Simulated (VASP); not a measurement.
# C in VASP: further runs

C is run at these levels: PBE; tasks: single point.

Program: VASP 6.6.1. These are calculated values, not measurements. Logs are shortened: lines on timing, memory, paths and dates and some standing lists are left out, and cuts for length are marked.

## 1. The cell of the first run

The cell holds a slab with vacuum, 13 atoms: a = 4.933 Å, b = 8.872 Å, c = 20.291 Å, α = 90.00°, β = 90.00°, γ = 97.99°.

## 2. Single point, PBE

INCAR reads:

```
SYSTEM = C
PREC     = Accurate       ! precision mode
ENCUT    = 520            ! plane-wave cutoff, eV
EDIFF    = 1E-6           ! SCF threshold, eV
ISMEAR   = 0              ! smearing method
SIGMA    = 0.1            ! smearing width, eV
LREAL    = .False.        ! projectors in reciprocal space
LASPH    = .True.         ! aspherical terms in the spheres
NELM     = 80             ! most SCF steps
ALGO     = Normal         ! electronic algorithm
ISIF     = 2              ! what is computed and relaxed
LWAVE    = .False.        ! write WAVECAR
LCHARG   = .False.        ! write CHGCAR
LDIPOL   = .True.       
IDIPOL   = 3            
DIPOL    = 0.5 0.5 0.326
GGA      = PE             ! functional
NBANDS   = 38             ! bands
```

KPOINTS reads:

```
Automatic mesh
0
Gamma
  6 3 1
  0 0 0
```

POSCAR reads:

```
C
1.0
    4.9326910637      0.0000000000      0.0000000000
   -1.2331727659      8.7858796705      0.0000000000
    0.0000000000      0.0000000000     20.2907137603
C
13
Direct
    0.0197005045      0.0788020180      0.1971345142
    0.5197005045      0.0788020180      0.1971345142
    0.2746256306      0.0985025225      0.2311704236
    0.7746256306      0.0985025225      0.2311704236
    0.2844758829      0.1379035315      0.2992422423
    0.7844758829      0.1379035315      0.2992422423
    0.0392967055      0.1571967531      0.3324023561
    0.5392967055      0.1571967531      0.3324023561
    0.0496769843      0.1987214031      0.4035397279
    0.5496769843      0.1987214031      0.4035397279
    0.3040736562      0.2163109382      0.4332382717
    0.8040736562      0.2163109382      0.4332382717
    0.6790736562      0.4663109382      0.4507076408
```

Potentials or basis: VASP PAW PBE potentials, release 64 (C).

On the command line:

```sh
$ cat potpaw_PBE.64/C/POTCAR > POTCAR
$ mpirun -np 1 vasp_std > vasp.out
```

OUTCAR:

```text
SYSTEM = C
   PREC = Accurate
   ENCUT = 520
   EDIFF = 1E-6
   ISMEAR = 0
   LREAL = .False.
   LASPH = .True.
   NELM = 80
   ISIF = 2
   GGA = PE

 ion  position               nearest neighbor table
   1  0.020  0.079  0.197-   3 1.42   4 1.42
   2  0.520  0.079  0.197-   4 1.42   3 1.42
   3  0.275  0.099  0.231-   5 1.42   1 1.42   2 1.42
   4  0.775  0.099  0.231-   6 1.42   2 1.42   1 1.42
   5  0.284  0.138  0.299-   8 1.41   7 1.41   3 1.42
   6  0.784  0.138  0.299-   7 1.41   8 1.41   4 1.42
   7  0.039  0.157  0.332-   6 1.41   5 1.41   9 1.49
   8  0.539  0.157  0.332-   5 1.41   6 1.41  10 1.49
   9  0.050  0.199  0.404-  11 1.38  12 1.38   7 1.49
  10  0.550  0.199  0.404-  12 1.38  11 1.38   8 1.49
  11  0.304  0.216  0.433-   9 1.38  10 1.38
  12  0.804  0.216  0.433-  10 1.38   9 1.38
  13  0.679  0.466  0.451-

  LATTYP: Found a simple monoclinic cell.
 ALAT       =     4.9326910637
 B/A-ratio  =     4.1135180570
 C/A-ratio  =     1.7986126840
 COS(beta)  =    -0.1389960174

  Lattice vectors:

 A1 = (   4.9326910637,   0.0000000000,   0.0000000000)
 A2 = (   0.0000000000,   0.0000000000, -20.2907137603)
 A3 = (  -1.2331727659,   8.7858796705,   0.0000000000)

Analysis of symmetry for initial positions (statically):
=====================================================================
 Subroutine PRICEL returns:
 Original cell was already a primitive cell.

 Routine SETGRP: Setting up the symmetry group for a
 simple monoclinic supercell.

 Subroutine GETGRP returns: Found  1 space group operations
 (whereof  1 operations were pure point group operations)
 out of a pool of  4 trial point group operations.

The static configuration has the point symmetry C_1 .

Analysis of symmetry for dynamics (positions and initial velocities):
=====================================================================
 Subroutine PRICEL returns:
 Original cell was already a primitive cell.

 Routine SETGRP: Setting up the symmetry group for a
 simple monoclinic supercell.

 Subroutine GETGRP returns: Found  1 space group operations
 (whereof  1 operations were pure point group operations)
 out of a pool of  4 trial point group operations.

The dynamic configuration has the point symmetry C_1 .

 Subroutine INISYM returns: Found  1 space group operations
 (whereof  1 operations are pure point group operations),
 and found     1 'primitive' translations

----------------------------------------------------------------------------------------

                                     Primitive cell

  volume of cell :     879.3596

  direct lattice vectors                    reciprocal lattice vectors
     4.932691064  0.000000000  0.000000000     0.202729096  0.028454749  0.000000000
    -1.233172766  8.785879670  0.000000000     0.000000000  0.113818996  0.000000000
     0.000000000  0.000000000 20.290713760     0.000000000  0.000000000  0.049283629

  length of vectors
     4.932691064  8.872000713 20.290713760     0.204716289  0.113818996  0.049283629

  position of ions in fractional coordinates (direct lattice)
     0.019700505  0.078802018  0.197134514
     0.519700505  0.078802018  0.197134514
     0.274625631  0.098502522  0.231170424
     0.774625631  0.098502522  0.231170424
     0.284475883  0.137903532  0.299242242
     0.784475883  0.137903532  0.299242242
     0.039296705  0.157196753  0.332402356
     0.539296705  0.157196753  0.332402356
     0.049676984  0.198721403  0.403539728
     0.549676984  0.198721403  0.403539728
     0.304073656  0.216310938  0.433238272
     0.804073656  0.216310938  0.433238272
     0.679073656  0.466310938  0.450707641

  ion indices of the primitive-cell ions
   primitive index   ion index
                 1           1
                 2           2
                 3           3
                 4           4
                 5           5
                 6           6
                 7           7
                 8           8
                 9           9
                10          10
                11          11
                12          12
                13          13

----------------------------------------------------------------------------------------

 KPOINTS: Automatic mesh

Automatic generation of k-mesh.
 Grid dimensions read from file:
 generate k-points for:    6    3    1

 Generating k-lattice:

  Cartesian coordinates                     Fractional coordinates (reciprocal lattice)
     0.033788183  0.004742458  0.000000000     0.166666667  0.000000000  0.000000000
     0.000000000  0.037939665  0.000000000     0.000000000  0.333333333  0.000000000
     0.000000000  0.000000000  0.049283629     0.000000000  0.000000000  1.000000000

  Length of vectors
     0.034119382  0.037939665  0.049283629

  Shift w.r.t. Gamma in fractional coordinates (k-lattice)
     0.000000000  0.000000000  0.000000000

 Subroutine IBZKPT returns following result:
 ===========================================

 Found     10 irreducible k-points:

 Following reciprocal coordinates:
            Coordinates               Weight
  0.000000  0.000000  0.000000      1.000000
  0.166667 -0.000000  0.000000      2.000000
  0.333333 -0.000000  0.000000      2.000000
  0.500000 -0.000000  0.000000      1.000000
  0.000000  0.333333  0.000000      2.000000
  0.166667  0.333333  0.000000      2.000000
  0.333333  0.333333  0.000000      2.000000
  0.500000  0.333333  0.000000      2.000000
 -0.333333  0.333333  0.000000      2.000000
 -0.166667  0.333333  0.000000      2.000000
   k-points           NKPTS =     10   k-points in BZ     NKDIM =     10   number of bands    NBANDS=     38
   number of dos      NEDOS =    301   number of ions     NIONS =     13
   total plane-waves  NPLWV = 448000
   dimension x,y,z NGX =    40 NGY =   70 NGZ =  160
   dimension x,y,z NGXF=    80 NGYF=  140 NGZF=  320
   ions per type =              13
   NGX,Y,Z   is equivalent  to a cutoff of  13.48, 13.12, 13.11 a.u.
   NGXF,Y,Z  is equivalent  to a cutoff of  26.96, 26.23, 26.22 a.u.
 SYSTEM =  C
   PREC   = accura    normal or accurate (medium, high low for compatibility)
   ISTART =      0    job   : 0-new  1-cont  2-samecut
   ICHARG =      2    charge: 1-file 2-atom 10-const
   ISPIN  =      1    spin polarized calculation?
   LNONCOLLINEAR =      F non collinear calculations
   LSORBIT =      F    spin-orbit coupling
   LASPH  =      T    aspherical Exc in radial PAW
   ENCUT  =  520.0 eV  38.22 Ry    6.18 a.u.   9.17 16.50 37.73*2*pi/ulx,y,z
   NELM   =     80;   NELMIN=  2; NELMDL= -5     # of ELM steps
   EDIFF  = 0.1E-05   stopping-criterion for ELM
   LREAL  =      F    real-space projection
   EDIFFG = 0.1E-04   stopping-criterion for IOM
   NSW    =      0    number of steps for IOM
   IBRION =     -1    ionic relax: 0-MD 1-quasi-New 2-CG
   NFREE  =      0    steps in history (QN), initial steepest desc. (CG)
   ISIF   =      2    stress and relaxation
   ISYM   =      2    0-nonsym 1-usesym 2-fastsym
   POTIM  = 0.5000    time-step for ionic-motion
   TEBEG  =    0.0;   TEEND  =   0.0 temperature during run
   PSTRESS=    0.0 pullay stress
   NELECT =      52.0000    total number of electrons
   NUPDOWN=      -1.0000    fix difference up-down
   EMIN   =  10.00;   EMAX   =-10.00  energy-range for DOS
   EFERMI =   0.00;   METHOD = LEGACY
   ISMEAR =     0;   SIGMA  =   0.10  broadening in eV -4-tet -1-fermi 0-gaus
   EFERMI_NEDOS =   21; number of points for ismear=-14 and -15
   IALGO  =     38    algorithm
   IMIX   =      4    mixing-type and parameters
     AMIX     =   0.40;   BMIX     =  1.00
     AMIX_MAG =   1.60;   BMIX_MAG =  1.00
  volume/ion in A,a.u.               =      67.64       456.48
  Fermi-wavevector in a.u.,A,eV,Ry     =   0.637804  1.205274  5.534764  0.406794
  Thomas-Fermi vector in A             =   1.702933
   LORBIT       =      0    0 simple, 1 ext, 2 COOP (PROOUT), +10 PAW based schemes
   GGA     = PE    functional components
   LHFCALC =     F    Hartree Fock is set to
   AEXX    =    0.0000 exact exchange contribution
   IVDW    =     0    specifies the selected vdW correction
   LEPSILON=     F    determine dielectric tensor
   LRPA    =     F    only Hartree local field effects (RPA)
 non-spin polarized calculation
 Gauss-broadening in eV      SIGMA  =   0.10
  energy-cutoff  :      520.00
  volume of cell :      879.36
 maximum number of plane-waves:     23724
 NGX is ok and might be reduce to    40
   NGX = 19   NGY = 33   NGZ = 75

 dipolmoment           0.000000      0.000000      0.073201 electrons x Angstroem

 number of electron      52.0000000 magnetization

 dipolmoment           0.000000      0.000000     -0.065199 electrons x Angstroem

 Free energy of the ion-electron system (eV)
  ---------------------------------------------------
  ext. energy  EPLUGINS =         0.00000000
  ---------------------------------------------------
  free energy    TOTEN  =      -100.34223589 eV

  energy without entropy =     -100.28336547  energy(sigma->0) =     -100.31280068

 E-fermi :  -4.5116     XC(G=0):  -2.2338

 val. band max:       -4.5203823470   @ k =   0.1667  -0.0000   0.0000
 cond. band min:      -4.4377970901   @ k =   0.3333   0.3333   0.0000
 fundamental gap:      0.0825852569
 Fermi energy:        -4.5115980716

 k-point     1 :       0.0000    0.0000    0.0000
  band No.  band energies     occupation
      1     -23.1294      2.00000
      2     -21.4816      2.00000
      3     -19.1465      2.00000
      4     -18.9890      2.00000
      5     -18.9019      2.00000
      6     -17.3136      2.00000
[... 30 lines left out ...]
     37       1.2812      0.00000
     38       1.8369      0.00000
[... 367 lines left out ...]
     37       1.4183      0.00000
     38       1.6700      0.00000

------------------------ aborting loop because EDIFF is reached ----------------------------------------

 vacuum level on the upper side and lower side of the slab       (xc-potential included)        -0.145         0.127

  FORCE on cell =-STRESS in cart. coord.  units (eV):
  Direction    XX          YY          ZZ          XY          YZ          ZX
  --------------------------------------------------------------------------------------
  -------------------------------------------------------------------------------------
  Total        1.1219077     -7.5477404      1.2523526      0.4110862      0.3724083      0.1110992
  in kB        2.0440957    -13.7518474      2.2817639      0.7489917      0.6785213      0.2024208
  external PRESSURE =      -3.1419959 kB  Pullay stress =       0.0000000 kB

 VOLUME and BASIS-vectors are now :
 -----------------------------------------------------------------------------
  energy-cutoff  :      520.00
  volume of cell :      879.36
      direct lattice vectors                 reciprocal lattice vectors
     4.932691064  0.000000000  0.000000000     0.202729096  0.028454749  0.000000000
    -1.233172766  8.785879670  0.000000000     0.000000000  0.113818996  0.000000000
     0.000000000  0.000000000 20.290713760     0.000000000  0.000000000  0.049283629

 POSITION                                       TOTAL-FORCE (eV/Angst)
 -----------------------------------------------------------------------------------
      0.00000      0.69235      4.00000         0.055586      0.596854      1.939009
      2.46635      0.69235      4.00000        -0.050404      0.469472      1.960755
      1.23317      0.86543      4.69061        -0.002962     -0.884025     -3.290042
      3.69952      0.86543      4.69061        -0.002126     -0.910995     -3.500424
      1.23317      1.21160      6.07184         0.052843      0.344112      1.299828
      3.69952      1.21160      6.07184        -0.041631      0.352305      1.416411
     -0.00001      1.38111      6.74468         0.086882     -0.279210      0.535986
      2.46633      1.38111      6.74468        -0.130541     -0.180943      0.298192
     -0.00002      1.74594      8.18811         0.419837     -0.169678     -0.559278
      2.46633      1.74594      8.18811        -0.404904     -0.415708     -1.549207
      1.23315      1.90048      8.79071         0.442585      1.512276      0.513723
      3.69950      1.90048      8.79071        -0.607022      3.163747      0.923774
      2.77462      4.09695      9.14518         0.181857     -3.598207      0.011273
 -----------------------------------------------------------------------------------
    total drift:                                0.000079     -0.000113      0.000213

  FREE ENERGIE OF THE ION-ELECTRON SYSTEM (eV)
  ---------------------------------------------------
  free  energy   TOTEN  =      -100.3422358898 eV

  energy  without entropy=     -100.2833654715  energy(sigma->0) =     -100.31280068

 vacuum level on the upper side and lower side of the slab         1.310         1.585
```

It took 23 min on 1 thread of AMD EPYC 7R13, shared host; peak memory 0.93 GiB.

Results:

```
Free energy            : -100.3422 eV
Largest force          : 3.617 eV/Å
Band gap on the k mesh : zero (band 26 reaches -4.52 eV, above the bottom of band 27 at -4.56 eV)
```

Forces in eV/Å, atoms in the order of the input:
```
C    0.056  0.597  1.939
C   -0.050  0.469  1.961
C   -0.003 -0.884 -3.290
C   -0.002 -0.911 -3.500
C    0.053  0.344  1.300
C   -0.042  0.352  1.416
C    0.087 -0.279  0.536
C   -0.131 -0.181  0.298
C    0.420 -0.170 -0.559
C   -0.405 -0.416 -1.549
C    0.443  1.512  0.514
C   -0.607  3.164  0.924
C    0.182 -3.598  0.011
```

Levels at points of the mesh, in eV from the Fermi level:
```csv
k point,band 24,band 25,band 26,band 27,band 28,band 29
"(0.00, 0.00, 0.00)",-0.61,-0.32,-0.10,0.08,0.23,0.92
"(0.50, 0.00, 0.00)",-0.75,-0.44,-0.06,-0.05,0.25,0.66
```

[end of part 1 of 2]
